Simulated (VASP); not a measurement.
# Ag in VASP: a series of runs

The runs below take Ag through single point, with PBE.

All numbers are computed with VASP 6.6.1; they aren't measurements. Logs are shortened: lines on timing, memory, paths and dates and some standing lists are left out, and cuts for length are marked.

**1. The cell of the first run**

It takes space group I4/mmm (No. 139, tetragonal). Conventional cell: a = 2.774 Å, b = 2.774 Å, c = 4.086 Å, α = 90.00°, β = 90.00°, γ = 90.00°. Within 3.7 Å of Ag (site symmetry 4/mmm) lie 12 Ag at 2.77 to 2.83 Å.

**2. Single point, PBE (strain -0.040 along x and y, +0.000 along z)**

Contents of INCAR:

```
SYSTEM = Ag
  PREC = Accurate
  ENCUT = 520
  EDIFF = 1E-7
  ISMEAR = 0
  SIGMA = 0.15
  LREAL = .False.
  LASPH = .True.
  NELM = 100
  ALGO = Normal
  ISIF = 2
  LWAVE = .False.
  LCHARG = .False.
  GGA = PE
  NBANDS = 12
```

Contents of KPOINTS:

```
Automatic mesh
0
Gamma
  20 20 20
  0 0 0
```

Contents of POSCAR:

```
Ag
1.0
    0.0000000000      1.9613760000      2.0431000000
    1.9613760000      0.0000000000      2.0431000000
    1.9613760000      1.9613760000      0.0000000000
Ag
1
Direct
    0.0000000000      0.0000000000      0.0000000000
```

Potentials or basis: VASP PAW PBE potentials, release 64 (Ag).

The run is started by

```
cat potpaw_PBE.64/Ag/POTCAR > POTCAR
mpirun -np 1 vasp_std > vasp.out
```

OUTCAR:

```text
SYSTEM = Ag
   PREC = Accurate
   ENCUT = 520
   EDIFF = 1E-7
   ISMEAR = 0
   LREAL = .False.
   LASPH = .True.
   NELM = 100
   ISIF = 2
   GGA = PE

 ion  position               nearest neighbor table
   1  0.000  0.000  0.000-

  LATTYP: Found a body centered tetragonal cell.
 ALAT       =     2.7738045401
 C/A-ratio  =     1.4731391275

  Lattice vectors:

 A1 = (  -1.9613760000,   0.0000000000,   2.0431000000)
 A2 = (   1.9613760000,   0.0000000000,   2.0431000000)
 A3 = (   0.0000000000,   1.9613760000,  -2.0431000000)

Analysis of symmetry for initial positions (statically):
=====================================================================
 Subroutine PRICEL returns:
 Original cell was already a primitive cell.

 Routine SETGRP: Setting up the symmetry group for a
 body centered tetragonal supercell.

 Subroutine GETGRP returns: Found 16 space group operations
 (whereof 16 operations were pure point group operations)
 out of a pool of 16 trial point group operations.

The static configuration has the point symmetry D_4h.

Analysis of symmetry for dynamics (positions and initial velocities):
=====================================================================
 Subroutine PRICEL returns:
 Original cell was already a primitive cell.

 Routine SETGRP: Setting up the symmetry group for a
 body centered tetragonal supercell.

 Subroutine GETGRP returns: Found 16 space group operations
 (whereof 16 operations were pure point group operations)
 out of a pool of 16 trial point group operations.

The dynamic configuration has the point symmetry D_4h.

 Subroutine INISYM returns: Found 16 space group operations
 (whereof 16 operations are pure point group operations),
 and found     1 'primitive' translations

----------------------------------------------------------------------------------------

                                     Primitive cell

  volume of cell :      15.7196

  direct lattice vectors                    reciprocal lattice vectors
     0.000000000  1.961376000  2.043100000    -0.254923074  0.254923074  0.244726151
     1.961376000  0.000000000  2.043100000     0.254923074 -0.254923074  0.244726151
     1.961376000  1.961376000  0.000000000     0.254923074  0.254923074 -0.244726151

  length of vectors
     2.832181743  2.832181743  2.773804540     0.435732070  0.435732070  0.435732070

  position of ions in fractional coordinates (direct lattice)
     0.000000000  0.000000000  0.000000000

  ion indices of the primitive-cell ions
   primitive index   ion index
                 1           1

----------------------------------------------------------------------------------------

 KPOINTS: Automatic mesh

Automatic generation of k-mesh.
 Grid dimensions read from file:
 generate k-points for:   20   20   20

 Generating k-lattice:

  Cartesian coordinates                     Fractional coordinates (reciprocal lattice)
    -0.012746154  0.012746154  0.012236308     0.050000000 -0.000000000  0.000000000
     0.012746154 -0.012746154  0.012236308    -0.000000000  0.050000000  0.000000000
     0.012746154  0.012746154 -0.012236308     0.000000000  0.000000000  0.050000000

  Length of vectors
     0.021786604  0.021786604  0.021786604

  Shift w.r.t. Gamma in fractional coordinates (k-lattice)
     0.000000000  0.000000000  0.000000000

 Subroutine IBZKPT returns following result:
 ===========================================

 Found    641 irreducible k-points:

 Following reciprocal coordinates:
            Coordinates               Weight
  0.000000  0.000000  0.000000      1.000000
  0.050000  0.000000  0.000000      8.000000
  0.100000  0.000000  0.000000      8.000000
  0.150000 -0.000000  0.000000      8.000000
  0.200000  0.000000  0.000000      8.000000
  0.250000  0.000000  0.000000      8.000000
[... 16 lines left out ...]
 -0.400000  0.050000  0.000000      8.000000
 -0.350000  0.050000  0.000000      8.000000
 [... further k-points ...]
   k-points           NKPTS =    641   k-points in BZ     NKDIM =    641   number of bands    NBANDS=     12
   number of dos      NEDOS =    301   number of ions     NIONS =      1
   total plane-waves  NPLWV =  13824
   dimension x,y,z NGX =    24 NGY =   24 NGZ =   24
   dimension x,y,z NGXF=    48 NGYF=   48 NGZF=   48
   ions per type =               1
   NGX,Y,Z   is equivalent  to a cutoff of  14.09, 14.09, 14.38 a.u.
   NGXF,Y,Z  is equivalent  to a cutoff of  28.18, 28.18, 28.77 a.u.
 SYSTEM =  Ag
   PREC   = accura    normal or accurate (medium, high low for compatibility)
   ISTART =      0    job   : 0-new  1-cont  2-samecut
   ICHARG =      2    charge: 1-file 2-atom 10-const
   ISPIN  =      1    spin polarized calculation?
   LNONCOLLINEAR =      F non collinear calculations
   LSORBIT =      F    spin-orbit coupling
   LASPH  =      T    aspherical Exc in radial PAW
   ENCUT  =  520.0 eV  38.22 Ry    6.18 a.u.   5.27  5.27  5.16*2*pi/ulx,y,z
   NELM   =    100;   NELMIN=  2; NELMDL= -5     # of ELM steps
   EDIFF  = 0.1E-06   stopping-criterion for ELM
   LREAL  =      F    real-space projection
   EDIFFG = 0.1E-05   stopping-criterion for IOM
   NSW    =      0    number of steps for IOM
   IBRION =     -1    ionic relax: 0-MD 1-quasi-New 2-CG
   NFREE  =      0    steps in history (QN), initial steepest desc. (CG)
   ISIF   =      2    stress and relaxation
   ISYM   =      2    0-nonsym 1-usesym 2-fastsym
   POTIM  = 0.5000    time-step for ionic-motion
   TEBEG  =    0.0;   TEEND  =   0.0 temperature during run
   PSTRESS=    0.0 pullay stress
   NELECT =      11.0000    total number of electrons
   NUPDOWN=      -1.0000    fix difference up-down
   EMIN   =  10.00;   EMAX   =-10.00  energy-range for DOS
   EFERMI =   0.00;   METHOD = LEGACY
   ISMEAR =     0;   SIGMA  =   0.15  broadening in eV -4-tet -1-fermi 0-gaus
   EFERMI_NEDOS =   21; number of points for ismear=-14 and -15
   IALGO  =     38    algorithm
   IMIX   =      4    mixing-type and parameters
     AMIX     =   0.40;   BMIX     =  1.00
     AMIX_MAG =   1.60;   BMIX_MAG =  1.00
  volume/ion in A,a.u.               =      15.72       106.08
  Fermi-wavevector in a.u.,A,eV,Ry     =   1.453423  2.746571 28.741459  2.112438
  Thomas-Fermi vector in A             =   2.570691
   LORBIT       =      0    0 simple, 1 ext, 2 COOP (PROOUT), +10 PAW based schemes
   GGA     = PE    functional components
   LHFCALC =     F    Hartree Fock is set to
   AEXX    =    0.0000 exact exchange contribution
   IVDW    =     0    specifies the selected vdW correction
   LEPSILON=     F    determine dielectric tensor
   LRPA    =     F    only Hartree local field effects (RPA)
 non-spin polarized calculation
 Gauss-broadening in eV      SIGMA  =   0.15
  energy-cutoff  :      520.00
  volume of cell :       15.72
 maximum number of plane-waves:       437
 NGX is ok and might be reduce to    24
   NGX = 11   NGY = 11   NGZ = 11

 number of electron      11.0000000 magnetization

 Free energy of the ion-electron system (eV)
  ---------------------------------------------------
  ext. energy  EPLUGINS =         0.00000000
  ---------------------------------------------------
  free energy    TOTEN  =        -2.62377997 eV

  energy without entropy =       -2.62123996  energy(sigma->0) =       -2.62250996

 E-fermi :   9.6454     XC(G=0): -12.7021

 val. band max:        9.6397057026   @ k =   0.5000   0.2000   0.0500
 cond. band min:       9.6481306275   @ k =   0.5000   0.1500   0.3500
 fundamental gap:      0.0084249249
 Fermi energy:         9.6453961194

 k-point     1 :       0.0000    0.0000    0.0000
  band No.  band energies     occupation
      1       1.2277      2.00000
      2       4.2977      2.00000
      3       4.5966      2.00000
      4       4.5966      2.00000
      5       5.5230      2.00000
      6       5.8375      2.00000
      7      25.8163      0.00000
      8      29.3944      0.00000
      9      30.0862      0.00000
     10      30.0862      0.00000
     11      34.8719      0.00000
     12      36.4276      0.00000

 k-point     2 :       0.0500    0.0000    0.0000
  band No.  band energies     occupation
      1       1.3117      2.00000
      2       4.3095      2.00000
      3       4.5879      2.00000
      4       4.6213      2.00000
      5       5.5162      2.00000
      6       5.8238      2.00000
      7      25.8590      0.00000
      8      29.0416      0.00000
      9      29.7952      0.00000
     10      30.1409      0.00000
     11      35.1692      0.00000
     12      36.2786      0.00000

 k-point     3 :       0.1000    0.0000    0.0000
  band No.  band energies     occupation
      1       1.5561      2.00000
      2       4.3258      2.00000
      3       4.5822      2.00000
      4       4.6885      2.00000
      5       5.5057      2.00000
      6       5.7901      2.00000
      7      25.8601      0.00000
      8      27.7641      0.00000
      9      29.8478      0.00000
     10      30.2886      0.00000
     11      34.4585      0.00000
     12      36.0397      0.00000
[... 286 lines left out ...]
 k-point    23 :      -0.4000    0.0500    0.0000
  band No.  band energies     occupation
      1       2.7730      2.00000
      2       4.3538      2.00000
      3       4.6716      2.00000
      4       6.3190      2.00000
      5       6.3580      2.00000
      6       8.1878      2.00000
      7      15.2110      0.00000
      8      24.9412      0.00000
      9      27.6622      0.00000
     10      29.4236      0.00000
     11      33.5065      0.00000
     12      34.1040      0.00000

 k-point    24 :      -0.3500    0.0500    0.0000
  band No.  band energies     occupation
      1       2.8343      2.00000
      2       4.4192      2.00000
      3       4.7299      2.00000
      4       5.9991      2.00000
      5       6.1717      2.00000
      6       7.2248      2.00000
      7      16.8914      0.00000
      8      25.2099      0.00000
      9      28.0194      0.00000
     10      30.2152      0.00000
     11      33.3239      0.00000
     12      33.9008      0.00000

 [... further k-points ...]
[... 5 lines left out ...]
  --------------------------------------------------------------------------------------
  -------------------------------------------------------------------------------------
  Total        1.6949344      1.6949344      1.4523414      0.0000000      0.0000000     -0.0000000
  in kB      172.7516227    172.7516227    148.0259855      0.0000000      0.0000000     -0.0000000
  external PRESSURE =     164.5097436 kB  Pullay stress =       0.0000000 kB

 VOLUME and BASIS-vectors are now :
 -----------------------------------------------------------------------------
  energy-cutoff  :      520.00
  volume of cell :       15.72
      direct lattice vectors                 reciprocal lattice vectors
     0.000000000  1.961376000  2.043100000    -0.254923074  0.254923074  0.244726151
     1.961376000  0.000000000  2.043100000     0.254923074 -0.254923074  0.244726151
     1.961376000  1.961376000  0.000000000     0.254923074  0.254923074 -0.244726151

 POSITION                                       TOTAL-FORCE (eV/Angst)
 -----------------------------------------------------------------------------------
      0.00000      0.00000      0.00000         0.000000      0.000000      0.000000
 -----------------------------------------------------------------------------------
    total drift:                               -0.000000      0.000000     -0.000000

  FREE ENERGIE OF THE ION-ELECTRON SYSTEM (eV)
  ---------------------------------------------------
  free  energy   TOTEN  =        -2.6237799669 eV

  energy  without entropy=       -2.6212399580  energy(sigma->0) =       -2.62250996
```

Run time: 40 s. Hardware: 1 thread of Intel Xeon 6975P-C (Granite Rapids), shared host; peak memory 0.24 GiB.

Results:

```
Free energy : -2.6238 eV
Pressure    : 16.5 GPa
```

Levels at points of the mesh, in eV from the Fermi level:
| k point | band 3 | band 4 | band 5 | band 6 | band 7 | band 8 | band 9 | band 10 |
| --- | --- | --- | --- | --- | --- | --- | --- | --- |
| (0.00, 0.00, 0.00) | -5.05 | -5.05 | -4.12 | -3.81 | 16.17 | 19.75 | 20.44 | 20.44 |
| (0.50, 0.00, 0.00) | -5.04 | -3.11 | -2.98 | -0.65 | 4.06 | 15.29 | 18.33 | 19.18 |
| (0.50, 0.50, 0.00) | -3.06 | -2.82 | -2.82 | 1.01 | 6.68 | 11.56 | 11.56 | 18.65 |
| (0.50, 0.00, 0.50) | -3.09 | -2.91 | -2.68 | 1.75 | 7.73 | 10.76 | 10.86 | 17.93 |

Caveat: the cell differs from its parent crystal (strain -0.040 along x and y, +0.000 along z).

(Continued in part 2 of 2.)
